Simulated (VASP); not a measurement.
A run of VASP 6.6.1 is set up as follows.

The input INCAR:

```
SYSTEM = Ga3Te2O
PREC     = Accurate       ! precision mode
ENCUT    = 600            ! plane-wave cutoff, eV
EDIFF    = 1E-6           ! SCF threshold, eV
ISMEAR   = 0              ! smearing method
SIGMA    = 0.1            ! smearing width, eV
LREAL    = .FALSE.        ! projectors in reciprocal space
LASPH    = .TRUE.         ! aspherical terms in the spheres
NELM     = 60             ! most SCF steps
ALGO     = Normal         ! electronic algorithm
ISIF     = 3              ! what is computed and relaxed
LWAVE    = .FALSE.        ! write WAVECAR
LCHARG   = .FALSE.        ! write CHGCAR
GGA      = PE             ! functional
IBRION   = 2              ! ionic algorithm
NSW      = 100            ! ionic steps
EDIFFG   = -0.01          ! ionic threshold
```

File KPOINTS:

```
regular mesh
0
G
  6 6 10
  0 0 0
```

The input POSCAR:

```
Ga3Te2O
1.0
    6.8546157020      0.0000000000      0.0000000000
   -3.4273078510      5.9362713311      0.0000000000
    0.0000000000      0.0000000000      4.2325319520
Ga Te O
3 2 1
Direct
    0.5000000000      0.0000000000      0.5000000000
    0.5000000000      0.5000000000      0.5000000000
    0.0000000000      0.5000000000      0.5000000000
    0.3333333333      0.6666666667      0.0000000000
    0.6666666667      0.3333333333      0.0000000000
    0.0000000000      0.0000000000      0.0000000000
```

Potentials or basis: VASP PAW PBE potentials, release 64 (Ga_d, Te, O).

Run with:

```bash
$ cat potpaw_PBE.64/Ga_d/POTCAR potpaw_PBE.64/Te/POTCAR potpaw_PBE.64/O/POTCAR > POTCAR
$ mpirun -np 1 vasp_std > vasp.out
```

What does it give for the relaxed cell?

a = 6.922 Å, b = 6.922 Å, c = 4.189 Å, α = 90.00°, β = 90.00°, γ = 120.00°.

What does it give for the band gap on the k mesh?

Zero (an odd number of electrons rules out a gap without spin polarisation).

Stress tensor (GPa, compression positive):
```
-0.03  0.00  0.00
 0.00 -0.03  0.00
 0.00  0.00  0.04
```

Caveat: spin-orbit coupling is left out, which moves the levels of the heavy elements; an odd number of electrons without spin polarisation forces a metal; a magnetic or distorted state may lie lower.
